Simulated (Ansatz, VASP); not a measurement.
# One calculation of Al3GaN4, two programs

The input INCAR:

```
SYSTEM = Al3GaN4
  PREC = Accurate
  ENCUT = 520
  EDIFF = 1E-7
  ISMEAR = 0
  SIGMA = 0.05
  LREAL = .False.
  LASPH = .True.
  NELM = 80
  ALGO = Normal
  ISIF = 2
  LWAVE = .False.
  LCHARG = .False.
  GGA = PS
  NBANDS = 31
```

Contents of KPOINTS:

```
Automatic mesh
0
Gamma
  6 6 6
  0 0 0
```

Contents of POSCAR:

```
Al3GaN4
1.0
    4.0761894169      0.0000000000      0.0000000000
    0.0000000000      4.0761894169      0.0000000000
    0.0000000000      0.0000000000      4.6020178517
Al Ga N
3 1 4
Direct
    0.5000000000      0.5000000000      0.0000000000
    0.5000000000      0.0000000000      0.5000000000
    0.0000000000      0.5000000000      0.5000000000
    0.0000000000      0.0000000000      0.0000000000
    0.7447140287      0.7447140287      0.2552859713
    0.7447140287      0.2552859713      0.7447140287
    0.2552859713      0.7447140287      0.7447140287
    0.2552859713      0.2552859713      0.2552859713
```

Input for Ansatz:

```yaml
crystal:
  lattice:
    - [4.0761894169, 0.0, 0.0]
    - [0.0, 4.0761894169, 0.0]
    - [0.0, 0.0, 4.6020178517]
  atoms:
    - { symbol: Al, position: [0.5, 0.5, 0.0] }
    - { symbol: Al, position: [0.5, 0.0, 0.5] }
    - { symbol: Al, position: [0.0, 0.5, 0.5] }
    - { symbol: Ga, position: [0.0, 0.0, 0.0] }
    - { symbol: "N", position: [0.7447140287, 0.7447140287, 0.2552859713] }
    - { symbol: "N", position: [0.7447140287, 0.2552859713, 0.7447140287] }
    - { symbol: "N", position: [0.2552859713, 0.7447140287, 0.7447140287] }
    - { symbol: "N", position: [0.2552859713, 0.2552859713, 0.2552859713] }
basis:
  ecutwfc: 520.0
kpoints:
  mp_grid: { grid: [6, 6, 6] }
hamiltonian:
  xc: pbesol
scf:
  occupations: { method: gaussian, width: 0.05 }
output:
  forces: true
  stress: true
  eigenvalues: true
  write_density: true
  write_potential: true
  elf: true
  volumetric_format: npy
```

Alike in both runs: task single point; functional PBEsol; k mesh 6 × 6 × 6; occupations gaussian, width 0.05 eV; no spin polarisation.

|  | VASP | Ansatz |
| --- | --- | --- |
| version | VASP 6.6.1 | Ansatz 0.2.0 |
| potentials or method | VASP PAW PBE potentials, release 64 (Al, Ga_d, N), cutoff 520 eV | scalar-relativistic, plane waves, PAW |
| valence electrons in the cell | 42 | 42 |

Ansatz gave:

- gap on the k mesh at the Fermi level (eV): 2.92
- least direct gap on the mesh (eV): 2.99
- pressure (GPa): 26.5
- traceless stress, the component that is largest in VASP (GPa): -14.13
- rms of the force components (eV/Å): 0.061

Task: Estimate VASP's values.

Result: gap on the k mesh at the Fermi level (eV): 2.91; least direct gap on the mesh (eV): 2.99; pressure (GPa): 26.5; traceless stress, the component that is largest in VASP (GPa): -14.16; rms of the force components (eV/Å): 0.061.

VASP's potentials were made for PBE, not for PBEsol. Atom by atom the forces differ by 0.010 eV/Å (rms over components). The functional is the same, so the differences come from potentials, cutoffs and numerics.
